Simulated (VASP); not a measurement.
# Ta6C in VASP: notebook

Ta6C is run at these levels: PBE; tasks: single point.

Program: VASP 6.6.1. These are calculated values, not measurements. Logs are shortened: lines on timing, memory, paths and dates and some standing lists are left out, and cuts for length are marked.

### 1 The cell of the first run

The cell holds a slab with vacuum, 7 atoms: a = 4.694 Å, b = 4.694 Å, c = 19.988 Å, α = 90.00°, β = 90.00°, γ = 120.00°.

### 2 Single point, PBE

Contents of INCAR:

```
SYSTEM = Ta6C
ALGO = Normal ; DIPOL = 0.5 0.5 0.337
EDIFF = 1E-6 ; ENCUT = 520
GGA = PE ; IDIPOL = 3
ISIF = 2 ; ISMEAR = 0
LASPH = .True. ; LCHARG = .False.
LDIPOL = .True. ; LREAL = .False.
LWAVE = .False. ; NBANDS = 44
NELM = 100 ; PREC = Accurate
SIGMA = 0.1
```

Contents of KPOINTS:

```
k-points
0
Gamma
  6 6 1
  0 0 0
```

Contents of POSCAR:

```
Ta6C
1.0
    4.6937283334      0.0000000000      0.0000000000
   -2.3468641667      4.0648879751      0.0000000000
    0.0000000000      0.0000000000     19.9881921067
Ta C
6 1
Direct
    0.6666666667      0.3333333333      0.2001181487
    0.3333333333      0.6666666667      0.2480516125
    0.0000000000      0.0000000000      0.2959850764
    0.6666666667      0.3333333333      0.3401842440
    0.3333333333      0.6666666667      0.3819724415
    0.0000000000      0.0000000000      0.4246603225
    0.0000000000      0.6666666667      0.4665190770
```

Potentials or basis: VASP PAW PBE potentials, release 64 (Ta_pv, C).

Run with:

```sh
> cat potpaw_PBE.64/Ta_pv/POTCAR potpaw_PBE.64/C/POTCAR > POTCAR
> mpirun -np 1 vasp_std > vasp.out
```

OUTCAR:

```text
SYSTEM = Ta6C
   EDIFF = 1E-6
   ENCUT = 520
   GGA = PE
   ISIF = 2
   ISMEAR = 0
   LASPH = .True.
   LREAL = .False.
   NELM = 100
   PREC = Accurate

 ion  position               nearest neighbor table
   1  0.667  0.333  0.200-   4 2.80   2 2.87   2 2.87   2 2.87   3 3.32   3 3.32   3 3.32
   2  0.333  0.667  0.248-   5 2.68   1 2.87   1 2.87   3 2.87   1 2.87   3 2.87   3 2.87   4 3.28
                             4 3.28   4 3.28
   3  0.000  0.000  0.296-   6 2.57   4 2.85   4 2.85   4 2.85   2 2.87   2 2.87   2 2.87   5 3.21
                             5 3.21   5 3.21   1 3.32   1 3.32   1 3.32
   4  0.667  0.333  0.340-   1 2.80   5 2.84   5 2.84   5 2.84   3 2.85   3 2.85   3 2.85   6 3.19
                             6 3.19   6 3.19   2 3.28   2 3.28   2 3.28
   5  0.333  0.667  0.382-   7 2.30   2 2.68   4 2.84   4 2.84   4 2.84   6 2.84   6 2.84   6 2.84
                             3 3.21   3 3.21   3 3.21
   6  0.000  0.000  0.425-   7 1.77   3 2.57   5 2.84   5 2.84   5 2.84   4 3.19   4 3.19   4 3.19

   7  0.000  0.667  0.467-   6 1.77   5 2.30

  LATTYP: Found a hexagonal cell.
 ALAT       =     4.6937283334
 C/A-ratio  =     4.2584893473

  Lattice vectors:

 A1 = (   4.6937283334,   0.0000000000,   0.0000000000)
 A2 = (  -2.3468641667,   4.0648879751,   0.0000000000)
 A3 = (   0.0000000000,   0.0000000000,  19.9881921067)

Analysis of symmetry for initial positions (statically):
=====================================================================
 Subroutine PRICEL returns:
 Original cell was already a primitive cell.

 Routine SETGRP: Setting up the symmetry group for a
 hexagonal supercell.

 Subroutine GETGRP returns: Found  1 space group operations
 (whereof  1 operations were pure point group operations)
 out of a pool of 24 trial point group operations.

The static configuration has the point symmetry C_1 .

Analysis of symmetry for dynamics (positions and initial velocities):
=====================================================================
 Subroutine PRICEL returns:
 Original cell was already a primitive cell.

 Routine SETGRP: Setting up the symmetry group for a
 hexagonal supercell.

 Subroutine GETGRP returns: Found  1 space group operations
 (whereof  1 operations were pure point group operations)
 out of a pool of 24 trial point group operations.

The dynamic configuration has the point symmetry C_1 .

 Subroutine INISYM returns: Found  1 space group operations
 (whereof  1 operations are pure point group operations),
 and found     1 'primitive' translations

----------------------------------------------------------------------------------------

                                     Primitive cell

  volume of cell :     381.3643

  direct lattice vectors                    reciprocal lattice vectors
     4.693728333  0.000000000  0.000000000     0.213050251  0.123004620  0.000000000
    -2.346864167  4.064887975  0.000000000     0.000000000  0.246009240  0.000000000
     0.000000000  0.000000000 19.988192107     0.000000000  0.000000000  0.050029537

  length of vectors
     4.693728333  4.693728333 19.988192107     0.246009240  0.246009240  0.050029537

  position of ions in fractional coordinates (direct lattice)
     0.666666667  0.333333333  0.200118149
     0.333333333  0.666666667  0.248051612
     0.000000000  0.000000000  0.295985076
     0.666666667  0.333333333  0.340184244
     0.333333333  0.666666667  0.381972441
     0.000000000  0.000000000  0.424660323
     0.000000000  0.666666667  0.466519077

  ion indices of the primitive-cell ions
   primitive index   ion index
                 1           1
                 2           2
                 3           3
                 4           4
                 5           5
                 6           6
                 7           7

----------------------------------------------------------------------------------------

 KPOINTS: k-points

Automatic generation of k-mesh.
 Grid dimensions read from file:
 generate k-points for:    6    6    1

 Generating k-lattice:

  Cartesian coordinates                     Fractional coordinates (reciprocal lattice)
     0.035508375  0.020500770  0.000000000     0.166666667  0.000000000  0.000000000
     0.000000000  0.041001540  0.000000000     0.000000000  0.166666667  0.000000000
     0.000000000  0.000000000  0.050029537     0.000000000  0.000000000  1.000000000

  Length of vectors
     0.041001540  0.041001540  0.050029537

  Shift w.r.t. Gamma in fractional coordinates (k-lattice)
     0.000000000  0.000000000  0.000000000

 Subroutine IBZKPT returns following result:
 ===========================================

 Found     20 irreducible k-points:

 Following reciprocal coordinates:
            Coordinates               Weight
  0.000000  0.000000  0.000000      1.000000
  0.166667 -0.000000  0.000000      2.000000
  0.000000  0.166667  0.000000      2.000000
 -0.166667  0.166667  0.000000      2.000000
  0.333333 -0.000000  0.000000      2.000000
  0.000000  0.333333  0.000000      2.000000
[... 12 lines left out ...]
  0.500000 -0.166667  0.000000      2.000000
  0.333333  0.333333  0.000000      2.000000
   k-points           NKPTS =     20   k-points in BZ     NKDIM =     20   number of bands    NBANDS=     44
   number of dos      NEDOS =    301   number of ions     NIONS =      7
   total plane-waves  NPLWV = 194400
   dimension x,y,z NGX =    36 NGY =   36 NGZ =  150
   dimension x,y,z NGXF=    72 NGYF=   72 NGZF=  300
   ions per type =               6   1
   NGX,Y,Z   is equivalent  to a cutoff of  12.75, 12.75, 12.48 a.u.
   NGXF,Y,Z  is equivalent  to a cutoff of  25.50, 25.50, 24.95 a.u.
 SYSTEM =  Ta6C
   PREC   = accura    normal or accurate (medium, high low for compatibility)
   ISTART =      0    job   : 0-new  1-cont  2-samecut
   ICHARG =      2    charge: 1-file 2-atom 10-const
   ISPIN  =      1    spin polarized calculation?
   LNONCOLLINEAR =      F non collinear calculations
   LSORBIT =      F    spin-orbit coupling
   LASPH  =      T    aspherical Exc in radial PAW
   ENCUT  =  520.0 eV  38.22 Ry    6.18 a.u.   8.73  8.73 37.16*2*pi/ulx,y,z
   NELM   =    100;   NELMIN=  2; NELMDL= -5     # of ELM steps
   EDIFF  = 0.1E-05   stopping-criterion for ELM
   LREAL  =      F    real-space projection
   EDIFFG = 0.1E-04   stopping-criterion for IOM
   NSW    =      0    number of steps for IOM
   IBRION =     -1    ionic relax: 0-MD 1-quasi-New 2-CG
   NFREE  =      0    steps in history (QN), initial steepest desc. (CG)
   ISIF   =      2    stress and relaxation
   ISYM   =      2    0-nonsym 1-usesym 2-fastsym
   POTIM  = 0.5000    time-step for ionic-motion
   TEBEG  =    0.0;   TEEND  =   0.0 temperature during run
   PSTRESS=    0.0 pullay stress
   NELECT =      70.0000    total number of electrons
   NUPDOWN=      -1.0000    fix difference up-down
   EMIN   =  10.00;   EMAX   =-10.00  energy-range for DOS
   EFERMI =   0.00;   METHOD = LEGACY
   ISMEAR =     0;   SIGMA  =   0.10  broadening in eV -4-tet -1-fermi 0-gaus
   EFERMI_NEDOS =   21; number of points for ismear=-14 and -15
   IALGO  =     38    algorithm
   IMIX   =      4    mixing-type and parameters
     AMIX     =   0.40;   BMIX     =  1.00
     AMIX_MAG =   1.60;   BMIX_MAG =  1.00
  volume/ion in A,a.u.               =      54.48       367.65
  Fermi-wavevector in a.u.,A,eV,Ry     =   0.930381  1.758165 11.777323  0.865609
  Thomas-Fermi vector in A             =   2.056763
   LORBIT       =      0    0 simple, 1 ext, 2 COOP (PROOUT), +10 PAW based schemes
   GGA     = PE    functional components
   LHFCALC =     F    Hartree Fock is set to
   AEXX    =    0.0000 exact exchange contribution
   IVDW    =     0    specifies the selected vdW correction
   LEPSILON=     F    determine dielectric tensor
   LRPA    =     F    only Hartree local field effects (RPA)
 non-spin polarized calculation
 Gauss-broadening in eV      SIGMA  =   0.10
  energy-cutoff  :      520.00
  volume of cell :      381.36
 maximum number of plane-waves:     10285
   NGX = 17   NGY = 17   NGZ = 75

 dipolmoment           0.000000      0.000000     -0.004571 electrons x Angstroem

 number of electron      69.9999991 magnetization

 dipolmoment           0.000000      0.000000      0.211413 electrons x Angstroem

 Free energy of the ion-electron system (eV)
  ---------------------------------------------------
  ext. energy  EPLUGINS =         0.00000000
  ---------------------------------------------------
  free energy    TOTEN  =       -71.24574929 eV

  energy without entropy =      -71.20531842  energy(sigma->0) =      -71.22553385

 E-fermi :  -1.3224     XC(G=0):  -4.8651

 val. band max:       -1.3242293669   @ k =  -0.3333   0.1667   0.0000
 cond. band min:      -1.3171004315   @ k =   0.0000   0.3333   0.0000
 fundamental gap:      0.0071289354
 Fermi energy:        -1.3224407446

 k-point     1 :       0.0000    0.0000    0.0000
  band No.  band energies     occupation
      1     -35.9889      2.00000
      2     -35.8021      2.00000
      3     -35.7636      2.00000
      4     -35.6829      2.00000
      5     -35.5596      2.00000
      6     -35.5568      2.00000
[... 36 lines left out ...]
     43       1.4808      0.00000
     44       1.6606      0.00000

 k-point     2 :       0.1667   -0.0000    0.0000
  band No.  band energies     occupation
      1     -35.9970      2.00000
      2     -35.8196      2.00000
      3     -35.7773      2.00000
      4     -35.7128      2.00000
      5     -35.6422      2.00000
      6     -35.5865      2.00000
[... 36 lines left out ...]
     43       1.3764      0.00000
     44       1.7208      0.00000

 k-point     3 :       0.0000    0.1667    0.0000
  band No.  band energies     occupation
      1     -35.9967      2.00000
      2     -35.8215      2.00000
      3     -35.7742      2.00000
      4     -35.7134      2.00000
      5     -35.6372      2.00000
      6     -35.5864      2.00000
[... 788 lines left out ...]
     43       1.1296      0.00000
     44       1.3018      0.00000

 k-point    20 :       0.3333    0.3333    0.0000
  band No.  band energies     occupation
      1     -36.0287      2.00000
      2     -35.8590      2.00000
      3     -35.8046      2.00000
      4     -35.7517      2.00000
      5     -35.7083      2.00000
      6     -35.5501      2.00000
[... 36 lines left out ...]
     43       0.7980      0.00000
     44       1.0975      0.00000

------------------------ aborting loop because EDIFF is reached ----------------------------------------

 vacuum level on the upper side and lower side of the slab       (xc-potential included)         0.968        -0.984

  FORCE on cell =-STRESS in cart. coord.  units (eV):
  Direction    XX          YY          ZZ          XY          YZ          ZX
  --------------------------------------------------------------------------------------
  -------------------------------------------------------------------------------------
  Total       -1.4588106      3.9621471      0.6398298     -3.1710087     -4.7036832      3.2726511
  in kB       -6.1287152     16.6456642      2.6880354    -13.3219553    -19.7609857     13.7489727
  external PRESSURE =       4.4016615 kB  Pullay stress =       0.0000000 kB

 VOLUME and BASIS-vectors are now :
 -----------------------------------------------------------------------------
  energy-cutoff  :      520.00
  volume of cell :      381.36
      direct lattice vectors                 reciprocal lattice vectors
     4.693728333  0.000000000  0.000000000     0.213050251  0.123004620  0.000000000
    -2.346864167  4.064887975  0.000000000     0.000000000  0.246009240  0.000000000
     0.000000000  0.000000000 19.988192107     0.000000000  0.000000000  0.050029537

 POSITION                                       TOTAL-FORCE (eV/Angst)
 -----------------------------------------------------------------------------------
      2.34686      1.35496      4.00000         0.267123      0.041876      1.771009
     -0.00000      2.70993      4.95810        -0.123656      0.170989     -0.472899
      0.00000      0.00000      5.91621        -0.212794     -0.164445     -3.040900
      2.34686      1.35496      6.79967         0.077339     -0.125947     -0.095678
     -0.00000      2.70993      7.63494        -0.675137      0.193145      1.310884
      0.00000      0.00000      8.48819        -2.968955      5.123119      0.424032
     -1.56458      2.70993      9.32487         3.636080     -5.238737      0.103552
 -----------------------------------------------------------------------------------
    total drift:                               -0.000060      0.000095      0.000187

  FREE ENERGIE OF THE ION-ELECTRON SYSTEM (eV)
  ---------------------------------------------------
  free  energy   TOTEN  =       -71.2457492889 eV

  energy  without entropy=      -71.2053184182  energy(sigma->0) =      -71.22553385

 vacuum level on the upper side and lower side of the slab         4.152         2.076
```

Run time: 12 min. Hardware: 1 thread of Intel Xeon Platinum 8259CL at 2.50GHz (Skylake/Cascade Lake), shared host; peak memory 0.62 GiB.

What came out:

- Free energy: -71.2457 eV
- Largest force: 6.378 eV/Å
- Band gap on the k mesh: zero (bands 35 and 36 overlap by 0.15 eV)

Forces on the atoms (eV/Å):
```
Ta   0.267  0.042  1.771
Ta  -0.124  0.171 -0.473
Ta  -0.213 -0.164 -3.041
Ta   0.077 -0.126 -0.096
Ta  -0.675  0.193  1.311
Ta  -2.969  5.123  0.424
C    3.636 -5.239  0.104
```

Levels at points of the mesh, in eV from the Fermi level:
```
           k point  band 33  band 34  band 35  band 36  band 37  band 38
(0.00, 0.00, 0.00)    -0.63    -0.56    -0.32     0.02     0.18     0.34
(0.50, 0.00, 0.00)    -0.70    -0.41    -0.19     0.16     0.61     0.77
(0.00, 0.50, 0.00)    -0.75    -0.42    -0.37    -0.05     0.66     0.86
(0.50, 0.50, 0.00)    -0.74    -0.41    -0.18    -0.08     0.52     0.81
```

Caveat: spin-orbit coupling is left out, which moves the levels of the heavy elements.

### 3 Single point, PBE

Contents of INCAR:

```
ALGO = Normal ; DIPOL = 0.5 0.5 0.344
EDIFF = 1E-6 ; ENCUT = 520
GGA = PE ; IDIPOL = 3
ISIF = 2 ; ISMEAR = 0
LASPH = T ; LCHARG = F
LDIPOL = T ; LREAL = F
LWAVE = F ; NBANDS = 44
NELM = 60 ; PREC = Accurate
SIGMA = 0.1
```

Contents of KPOINTS:

```
k-points
0
Gamma
  6 6 1
```

POSCAR: that of step 2 with these lines changed.

```diff
@@ -14,2 +14,2 @@
     0.0000000000      0.0000000000      0.4246603225
-    0.0000000000      0.6666666667      0.4665190770
+    0.0000000000      0.8888888889      0.5150796728
```

Potentials or basis: VASP PAW PBE potentials, release 64 (Ta_pv, C).

Run with:

```sh
> cat potpaw_PBE.64/Ta_pv/POTCAR potpaw_PBE.64/C/POTCAR > POTCAR
> mpirun -np 1 vasp_std > vasp.out
```

It took 13 min on 1 thread of Intel Xeon Platinum 8259CL at 2.50GHz (Skylake/Cascade Lake), shared host; peak memory 0.6 GiB.

The run converged. Its results:

```yaml
Free_energy: -68.7706 eV
Largest_force: 2.453 eV/Å
Band_gap_on_the_k_mesh: zero (bands 35 and 36 overlap by 0.04 eV)
```

Forces in eV/Å, atoms in the order of the input:
```
Ta   0.022 -0.092  1.994
Ta  -0.020  0.077 -0.174
Ta   0.001 -0.068 -2.452
Ta   0.113 -0.114 -0.515
Ta  -0.159  0.205  0.866
Ta  -0.423  0.771  0.150
C    0.465 -0.778  0.130
```

Levels at points of the mesh, in eV from the Fermi level:
```
           k point  band 33  band 34  band 35  band 36  band 37  band 38
(0.00, 0.00, 0.00)    -0.47    -0.28    -0.09     0.01     0.17     0.47
(0.50, 0.00, 0.00)    -0.72    -0.25    -0.12     0.04     0.26     0.93
(0.00, 0.50, 0.00)    -0.77    -0.34    -0.13     0.09     0.23     1.01
(0.50, 0.50, 0.00)    -0.67    -0.31    -0.14     0.00     0.19     0.82
```

Caveat: spin-orbit coupling is left out, which moves the levels of the heavy elements.
